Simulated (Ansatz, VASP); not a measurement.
# LiF: VASP beside Ansatz

The input INCAR:

```
ALGO     = Normal         # electronic algorithm
EDIFF    = 1E-6           # SCF threshold, eV
ENCUT    = 750            # plane-wave cutoff, eV
GGA      = PE             # functional
GGA_COMPAT= False        
ISIF     = 2              # what is computed and relaxed
ISMEAR   = 0              # smearing method
LASPH    = True           # aspherical terms in the spheres
LCHARG   = True           # write CHGCAR
LELF     = True           # ELF
LREAL    = False          # projectors in reciprocal space
LVHAR    = True         
LWAVE    = False          # write WAVECAR
NBANDS   = 12             # bands
NELM     = 120            # most SCF steps
PREC     = Accurate       # precision mode
SIGMA    = 0.02           # smearing width, eV
```

KPOINTS

```
k-points
0
Gamma
  10 10 10
```

File POSCAR:

```
LiF
1.0
    0.0000000000      2.0539307197      2.0539307197
    2.0539307197      0.0000000000      2.0539307197
    2.0539307197      2.0539307197      0.0000000000
Li F
1 1
Direct
    0.0000000000      0.0000000000      0.0000000000
    0.5000000000      0.5000000000      0.5000000000
```

Input for Ansatz:

```yaml
crystal:
  lattice:
    - [0.0, 2.0539307197, 2.0539307197]
    - [2.0539307197, 0.0, 2.0539307197]
    - [2.0539307197, 2.0539307197, 0.0]
  atoms:
    - { symbol: Li, position: [0.0, 0.0, 0.0] }
    - { symbol: F, position: [0.5, 0.5, 0.5] }
basis:
  ecutwfc: 420
kpoints:
  mp_grid: { grid: [10, 10, 10] }
hamiltonian:
  xc: pbe
scf:
  occupations: { method: gaussian, width: 0.02 }
output:
  forces: true
  stress: true
  eigenvalues: true
```

Alike in both runs: task single point; functional PBE; k mesh 10 × 10 × 10; occupations gaussian, width 0.02 eV; no spin polarisation.

```csv
,VASP,Ansatz
version,VASP 6.6.1,Ansatz 0.2.0
potentials or method,"VASP PAW PBE potentials, release 64 (Li_sv, F), cutoff 750 eV","scalar-relativistic, plane waves, PAW"
valence electrons in the cell,10,10
```

```tsv
	VASP	Ansatz	Ansatz less VASP
gap on the k mesh at the Fermi level (eV)	8.57	8.58	+0.013
least direct gap on the mesh (eV)	8.57	8.58	+0.013
pressure (GPa)	-2.5	-1.9	+0.64
```
